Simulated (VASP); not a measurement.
# ZnSe (rocksalt type) (Fm-3m) in VASP: further runs

Runs on ZnSe (rocksalt type). Level: PBE. Tasks: single point, relaxation of cell and atoms.

Everything below comes from runs of VASP 6.6.1. Logs are shortened: lines on timing, memory, paths and dates and some standing lists are left out, and cuts for length are marked.

## Step 1: The cell of the first run

It takes space group Fm-3m (No. 225, cubic). Conventional cell: a = 5.367 Å, b = 5.367 Å, c = 5.367 Å, α = 90.00°, β = 90.00°, γ = 90.00°. Zn (site symmetry m-3m) has 6 Se at 2.68 Å within 3.5 Å. Se (site symmetry m-3m) has 6 Zn at 2.68 Å within 3.5 Å.

## Step 2: Single point, PBE (volume scaled by 1, to set the pressure)

Contents of INCAR:

```
  PREC = Accurate
  ENCUT = 520
  EDIFF = 1E-7
  ISMEAR = -1
  SIGMA = 0.08
  LREAL = False
  LASPH = True
  NELM = 80
  ALGO = Normal
  ISIF = 2
  LWAVE = False
  LCHARG = False
  GGA = PE
  NBANDS = 16
```

Contents of KPOINTS:

```
regular mesh
0
Gamma
  13 13 13
```

Contents of POSCAR:

```
ZnSe
1.0
    0.0000000000      2.6836815010      2.6836815010
    2.6836815010      0.0000000000      2.6836815010
    2.6836815010      2.6836815010      0.0000000000
Zn Se
1 1
Direct
    0.0000000000      0.0000000000      0.0000000000
    0.5000000000      0.5000000000      0.5000000000
```

Potentials or basis: VASP PAW PBE potentials, release 64 (Zn, Se).

On the command line:

```bash
cat potpaw_PBE.64/Zn/POTCAR potpaw_PBE.64/Se/POTCAR > POTCAR
mpirun -np 1 vasp_std > vasp.out
```

OUTCAR:

```text
PREC = Accurate
   ENCUT = 520
   EDIFF = 1E-7
   ISMEAR = -1
   LREAL = False
   LASPH = True
   NELM = 80
   ISIF = 2
   GGA = PE

 ion  position               nearest neighbor table
   1  0.000  0.000  0.000-   2 2.68   2 2.68   2 2.68   2 2.68   2 2.68   2 2.68
   2  0.500  0.500  0.500-   1 2.68   1 2.68   1 2.68   1 2.68   1 2.68   1 2.68

  LATTYP: Found a face centered cubic cell.
 ALAT       =     5.3673630020

  Lattice vectors:

 A1 = (   0.0000000000,   2.6836815010,   2.6836815010)
 A2 = (   2.6836815010,   0.0000000000,   2.6836815010)
 A3 = (   2.6836815010,   2.6836815010,   0.0000000000)

Analysis of symmetry for initial positions (statically):
=====================================================================
 Subroutine PRICEL returns:
 Original cell was already a primitive cell.

 Routine SETGRP: Setting up the symmetry group for a
 face centered cubic supercell.

 Subroutine GETGRP returns: Found 48 space group operations
 (whereof 48 operations were pure point group operations)
 out of a pool of 48 trial point group operations.

The static configuration has the point symmetry O_h .

Analysis of symmetry for dynamics (positions and initial velocities):
=====================================================================
 Subroutine PRICEL returns:
 Original cell was already a primitive cell.

 Routine SETGRP: Setting up the symmetry group for a
 face centered cubic supercell.

 Subroutine GETGRP returns: Found 48 space group operations
 (whereof 48 operations were pure point group operations)
 out of a pool of 48 trial point group operations.

The dynamic configuration has the point symmetry O_h .

 Subroutine INISYM returns: Found 48 space group operations
 (whereof 48 operations are pure point group operations),
 and found     1 'primitive' translations

----------------------------------------------------------------------------------------

                                     Primitive cell

  volume of cell :      38.6565

  direct lattice vectors                    reciprocal lattice vectors
     0.000000000  2.683681501  2.683681501    -0.186311229  0.186311229  0.186311229
     2.683681501  0.000000000  2.683681501     0.186311229 -0.186311229  0.186311229
     2.683681501  2.683681501  0.000000000     0.186311229  0.186311229 -0.186311229

  length of vectors
     3.795298776  3.795298776  3.795298776     0.322700515  0.322700515  0.322700515

  position of ions in fractional coordinates (direct lattice)
     0.000000000  0.000000000  0.000000000
     0.500000000  0.500000000  0.500000000

  ion indices of the primitive-cell ions
   primitive index   ion index
                 1           1
                 2           2

----------------------------------------------------------------------------------------

 KPOINTS: regular mesh

Automatic generation of k-mesh.
 Grid dimensions read from file:
 generate k-points for:   13   13   13

 Generating k-lattice:

  Cartesian coordinates                     Fractional coordinates (reciprocal lattice)
    -0.014331633  0.014331633  0.014331633     0.076923077  0.000000000  0.000000000
     0.014331633 -0.014331633  0.014331633     0.000000000  0.076923077  0.000000000
     0.014331633  0.014331633 -0.014331633     0.000000000  0.000000000  0.076923077

  Length of vectors
     0.024823117  0.024823117  0.024823117

  Shift w.r.t. Gamma in fractional coordinates (k-lattice)
     0.000000000  0.000000000  0.000000000

 Subroutine IBZKPT returns following result:
 ===========================================

 Found     84 irreducible k-points:

 Following reciprocal coordinates:
            Coordinates               Weight
  0.000000  0.000000  0.000000      1.000000
  0.076923  0.000000  0.000000      8.000000
  0.153846  0.000000  0.000000      8.000000
  0.230769  0.000000  0.000000      8.000000
  0.307692  0.000000  0.000000      8.000000
  0.384615  0.000000  0.000000      8.000000
[... 16 lines left out ...]
  0.384615  0.153846  0.000000     24.000000
  0.461538  0.153846  0.000000     24.000000
 [... further k-points ...]
   k-points           NKPTS =     84   k-points in BZ     NKDIM =     84   number of bands    NBANDS=     16
   number of dos      NEDOS =    301   number of ions     NIONS =      2
   total plane-waves  NPLWV =  21952
   dimension x,y,z NGX =    28 NGY =   28 NGZ =   28
   dimension x,y,z NGXF=    56 NGYF=   56 NGZF=   56
   ions per type =               1   1
   NGX,Y,Z   is equivalent  to a cutoff of  12.26, 12.26, 12.26 a.u.
   NGXF,Y,Z  is equivalent  to a cutoff of  24.53, 24.53, 24.53 a.u.
 SYSTEM =  unknown system
   PREC   = accura    normal or accurate (medium, high low for compatibility)
   ISTART =      0    job   : 0-new  1-cont  2-samecut
   ICHARG =      2    charge: 1-file 2-atom 10-const
   ISPIN  =      1    spin polarized calculation?
   LNONCOLLINEAR =      F non collinear calculations
   LSORBIT =      F    spin-orbit coupling
   LASPH  =      T    aspherical Exc in radial PAW
   ENCUT  =  520.0 eV  38.22 Ry    6.18 a.u.   7.06  7.06  7.06*2*pi/ulx,y,z
   NELM   =     80;   NELMIN=  2; NELMDL= -5     # of ELM steps
   EDIFF  = 0.1E-06   stopping-criterion for ELM
   LREAL  =      F    real-space projection
   EDIFFG = 0.1E-05   stopping-criterion for IOM
   NSW    =      0    number of steps for IOM
   IBRION =     -1    ionic relax: 0-MD 1-quasi-New 2-CG
   NFREE  =      0    steps in history (QN), initial steepest desc. (CG)
   ISIF   =      2    stress and relaxation
   ISYM   =      2    0-nonsym 1-usesym 2-fastsym
   POTIM  = 0.5000    time-step for ionic-motion
   TEBEG  =    0.0;   TEEND  =   0.0 temperature during run
   PSTRESS=    0.0 pullay stress
   NELECT =      18.0000    total number of electrons
   NUPDOWN=      -1.0000    fix difference up-down
   EMIN   =  10.00;   EMAX   =-10.00  energy-range for DOS
   EFERMI =   0.00;   METHOD = LEGACY
   ISMEAR =    -1;   SIGMA  =   0.08  broadening in eV -4-tet -1-fermi 0-gaus
   EFERMI_NEDOS =   21; number of points for ismear=-14 and -15
   IALGO  =     38    algorithm
   IMIX   =      4    mixing-type and parameters
     AMIX     =   0.40;   BMIX     =  1.00
     AMIX_MAG =   1.60;   BMIX_MAG =  1.00
  volume/ion in A,a.u.               =      19.33       130.43
  Fermi-wavevector in a.u.,A,eV,Ry     =   1.268892  2.397858 21.906566  1.610087
  Thomas-Fermi vector in A             =   2.401963
   LORBIT       =      0    0 simple, 1 ext, 2 COOP (PROOUT), +10 PAW based schemes
   GGA     = PE    functional components
   LHFCALC =     F    Hartree Fock is set to
   AEXX    =    0.0000 exact exchange contribution
   IVDW    =     0    specifies the selected vdW correction
   LEPSILON=     F    determine dielectric tensor
   LRPA    =     F    only Hartree local field effects (RPA)
 non-spin polarized calculation
  energy-cutoff  :      520.00
  volume of cell :       38.66
 maximum number of plane-waves:      1056
   NGX = 15   NGY = 15   NGZ = 15

 number of electron      18.0000013 magnetization

 Free energy of the ion-electron system (eV)
  ---------------------------------------------------
  ext. energy  EPLUGINS =         0.00000000
  ---------------------------------------------------
  free energy    TOTEN  =        -5.42430262 eV

  energy without entropy =       -5.41220867  energy(sigma->0) =       -5.41825564

 E-fermi :   3.0985     XC(G=0): -10.4130

 val. band max:        3.0637627622   @ k =  -0.3077   0.0769   0.0000
 cond. band min:       3.1095462930   @ k =  -0.1538   0.1538   0.0000
 fundamental gap:      0.0457835308
 Fermi energy:         3.0985393014

 k-point     1 :       0.0000    0.0000    0.0000
  band No.  band energies     occupation
      1     -10.6917      2.00000
      2      -3.4677      2.00000
      3      -3.4677      2.00000
      4      -3.4491      2.00000
      5      -3.4491      2.00000
      6      -3.4491      2.00000
[... 8 lines left out ...]
     15      12.9215      0.00000
     16      12.9215      0.00000

 k-point     2 :       0.0769    0.0000    0.0000
  band No.  band energies     occupation
      1     -10.6325      2.00000
      2      -3.4804      2.00000
      3      -3.4804      2.00000
      4      -3.4545      2.00000
      5      -3.4442      2.00000
      6      -3.4442      2.00000
[... 8 lines left out ...]
     15      12.4384      0.00000
     16      12.9192      0.00000

 k-point     3 :       0.1538    0.0000    0.0000
  band No.  band energies     occupation
      1     -10.4604      2.00000
      2      -3.5183      2.00000
      3      -3.5182      2.00000
      4      -3.4738      2.00000
      5      -3.4274      2.00000
      6      -3.4274      2.00000
[... 8 lines left out ...]
     15      12.6056      0.00000
     16      12.7318      0.00000

 k-point     4 :       0.2308    0.0000    0.0000
  band No.  band energies     occupation
      1     -10.1939      2.00000
      2      -3.5717      2.00000
      3      -3.5717      2.00000
      4      -3.5182      2.00000
      5      -3.4028      2.00000
      6      -3.4028      2.00000
[... 8 lines left out ...]
     15      13.3282      0.00000
     16      13.3282      0.00000

 k-point     5 :       0.3077    0.0000    0.0000
  band No.  band energies     occupation
      1      -9.8706      2.00000
      2      -3.6276      2.00000
      3      -3.6276      2.00000
      4      -3.6134      2.00000
      5      -3.3764      2.00000
      6      -3.3764      2.00000
[... 8 lines left out ...]
     15      14.3477      0.00000
     16      14.3477      0.00000

 k-point     6 :       0.3846    0.0000    0.0000
  band No.  band energies     occupation
      1      -9.5578      2.00000
      2      -3.7849      2.00000
      3      -3.6734      2.00000
      4      -3.6734      2.00000
      5      -3.3543      2.00000
      6      -3.3542      2.00000
[... 8 lines left out ...]
     15      15.5960      0.00000
     16      15.5960      0.00000

 k-point     7 :       0.4615    0.0000    0.0000
  band No.  band energies     occupation
      1      -9.3557      2.00000
      2      -3.9566      2.00000
      3      -3.6989      2.00000
      4      -3.6989      2.00000
      5      -3.3417      2.00000
      6      -3.3417      2.00000
[... 8 lines left out ...]
     15      16.9039      0.00000
     16      16.9039      0.00000

 k-point     8 :       0.0769    0.0769    0.0000
  band No.  band energies     occupation
      1     -10.6131      2.00000
      2      -3.5010      2.00000
      3      -3.4643      2.00000
      4      -3.4546      2.00000
      5      -3.4449      2.00000
      6      -3.4449      2.00000
[... 8 lines left out ...]
     15      13.4427      0.00000
     16      13.4427      0.00000

 k-point     9 :       0.1538    0.0769    0.0000
  band No.  band energies     occupation
      1     -10.4796      2.00000
      2      -3.5428      2.00000
      3      -3.4812      2.00000
      4      -3.4658      2.00000
      5      -3.4355      2.00000
      6      -3.4285      2.00000
[... 8 lines left out ...]
     15      13.4864      0.00000
     16      13.5771      0.00000
[... 172 lines left out ...]
 k-point    19 :      -0.0769    0.0769    0.0000
  band No.  band energies     occupation
      1     -10.5360      2.00000
      2      -3.5130      2.00000
      3      -3.4918      2.00000
      4      -3.4614      2.00000
      5      -3.4391      2.00000
      6      -3.4316      2.00000
[... 8 lines left out ...]
     15      13.0366      0.00000
     16      13.4145      0.00000

 k-point    20 :       0.1538    0.1538    0.0000
  band No.  band energies     occupation
      1     -10.3889      2.00000
      2      -3.5864      2.00000
      3      -3.4699      2.00000
      4      -3.4547      2.00000
      5      -3.4308      2.00000
      6      -3.4308      2.00000
[... 8 lines left out ...]
     15      14.6564      0.00000
     16      14.6565      0.00000

 k-point    21 :       0.2308    0.1538    0.0000
  band No.  band energies     occupation
      1     -10.1980      2.00000
      2      -3.6376      2.00000
      3      -3.4837      2.00000
      4      -3.4753      2.00000
      5      -3.4176      2.00000
      6      -3.4041      2.00000
[... 8 lines left out ...]
     15      14.8353      0.00000
     16      15.0003      0.00000

 k-point    22 :       0.3077    0.1538    0.0000
  band No.  band energies     occupation
      1      -9.9315      2.00000
      2      -3.6867      2.00000
      3      -3.5202      2.00000
      4      -3.5096      2.00000
      5      -3.3987      2.00000
      6      -3.3727      2.00000
[... 8 lines left out ...]
     15      15.2988      0.00000
     16      15.5095      0.00000

 k-point    23 :       0.3846    0.1538    0.0000
  band No.  band energies     occupation
      1      -9.6347      2.00000
      2      -3.7266      2.00000
      3      -3.5742      2.00000
      4      -3.5576      2.00000
      5      -3.3764      2.00000
      6      -3.3484      2.00000
[... 8 lines left out ...]
     15      16.0719      0.00000
     16      16.5905      0.00000

 k-point    24 :       0.4615    0.1538    0.0000
  band No.  band energies     occupation
      1      -9.3799      2.00000
      2      -3.7671      2.00000
      3      -3.6253      2.00000
      4      -3.6191      2.00000
      5      -3.3546      2.00000
      6      -3.3356      2.00000
[... 8 lines left out ...]
     15      17.0694      0.00000
     16      17.5897      0.00000

 [... further k-points ...]
[... 5 lines left out ...]
  --------------------------------------------------------------------------------------
  -------------------------------------------------------------------------------------
  Total        0.0577889      0.0577889      0.0577889     -0.0000000      0.0000000      0.0000000
  in kB        2.3951459      2.3951459      2.3951459     -0.0000000      0.0000000      0.0000000
  external PRESSURE =       2.3951459 kB  Pullay stress =       0.0000000 kB

 VOLUME and BASIS-vectors are now :
 -----------------------------------------------------------------------------
  energy-cutoff  :      520.00
  volume of cell :       38.66
      direct lattice vectors                 reciprocal lattice vectors
     0.000000000  2.683681501  2.683681501    -0.186311229  0.186311229  0.186311229
     2.683681501  0.000000000  2.683681501     0.186311229 -0.186311229  0.186311229
     2.683681501  2.683681501  0.000000000     0.186311229  0.186311229 -0.186311229

 POSITION                                       TOTAL-FORCE (eV/Angst)
 -----------------------------------------------------------------------------------
      0.00000      0.00000      0.00000         0.000000      0.000000      0.000000
      2.68368      2.68368      2.68368        -0.000000     -0.000000     -0.000000
 -----------------------------------------------------------------------------------
    total drift:                               -0.000000      0.000000      0.000000

  FREE ENERGIE OF THE ION-ELECTRON SYSTEM (eV)
  ---------------------------------------------------
  free  energy   TOTEN  =        -5.4243026214 eV

  energy  without entropy=       -5.4122086666  energy(sigma->0) =       -5.41825564
```

It took 33 s on 1 thread of AMD EPYC 9R45 (Zen 5), shared host; peak memory 0.16 GiB.

What came out:

```
Free energy            : -5.4243 eV
Pressure               : 0.2 GPa
Band gap on the k mesh : zero (band 9 reaches 3.12 eV, above the bottom of band 10 at 2.17 eV)
```

Caveat: the cell differs from its parent crystal (volume scaled by 1, to set the pressure).

## Step 3: Single point, PBE

Contents of INCAR:

```
SYSTEM = ZnSe
ALGO = Normal
EDIFF = 1E-7
ENCUT = 520
GGA = PE
ISIF = 2
ISMEAR = -1
LASPH = .True.
LCHARG = .False.
LREAL = .False.
LWAVE = .False.
NBANDS = 16
NELM = 100
PREC = Accurate
SIGMA = 0.08
```

Contents of KPOINTS:

```
k-points
0
Gamma
  13 13 13
  0 0 0
```

POSCAR is that of step 2.

Potentials or basis: VASP PAW PBE potentials, release 64 (Zn, Se).

On the command line:

```bash
cat potpaw_PBE.64/Zn/POTCAR potpaw_PBE.64/Se/POTCAR > POTCAR
mpirun -np 1 vasp_std > vasp.out
```

It took 32 s on 1 thread of AMD EPYC 9R45 (Zen 5), shared host; peak memory 0.16 GiB.

It converged, with:

| Quantity | Value |
| --- | --- |
| Free energy | -5.4243 eV |
| Pressure | 0.2 GPa |
| Band gap on the k mesh | zero (band 9 reaches 3.12 eV, above the bottom of band 10 at 2.17 eV) |

Levels at points of the mesh, in eV from the Fermi level:
```tsv
k point	band 6	band 7	band 8	band 9	band 10	band 11	band 12	band 13
(0.00, 0.00, 0.00)	-6.55	-0.46	-0.46	-0.46	0.70	8.59	8.59	8.59
```

[end of part 1 of 2]
